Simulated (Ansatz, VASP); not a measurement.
## Mg3ZrN2: VASP beside Ansatz

```
CELL_PARAMETERS angstrom
6.28306 0.00000 0.00000
-3.14153 5.44129 0.00000
0.00000 0.00000 5.37597
ATOMIC_POSITIONS crystal
Mg 0.50000 0.00000 0.00000
Mg 0.00000 0.50000 0.00000
Mg 0.50000 0.50000 0.00000
Zr 0.00000 0.00000 0.00000
N 0.00000 0.00000 0.61121
N 0.00000 0.00000 0.38879
```

Alike in both runs: functional PBE; k mesh 4 × 4 × 4; occupations gaussian, width 0.2 eV; no spin polarisation.

Ansatz relaxed the structure, and its values are those at the end. VASP's run is a single point on that final structure, the one shown.

```csv
,VASP,Ansatz
version,VASP 6.6.1,Ansatz 0.2.0
potentials or method,"VASP PAW PBE potentials, release 64 (Mg, Zr_sv, N), cutoff 600 eV","scalar-relativistic, plane waves, PAW"
valence electrons in the cell,28,52
```

Ansatz gave:

| Quantity | Value |
| --- | --- |
| gap on the k mesh at the Fermi level (eV) | none |
| pressure (GPa) | -0.1 |
| rms of the force components (eV/Å) | 0.002 |

Problem. Which values does VASP return?

Solution. gap on the k mesh at the Fermi level (eV): none; pressure (GPa): -0.1; rms of the force components (eV/Å): 0.123.

A gap of «none» marks a metal or a gap that the smearing closes. One of these differences is far larger than is usual between the two programs; its cause wasn't traced. VASP's potentials hold 28 valence electrons a cell and Ansatz's 52, so a difference there can come from the potentials and not from the codes.

Noted on VASP's run: the standard files for N, O and F lose accuracy on very short bonds.
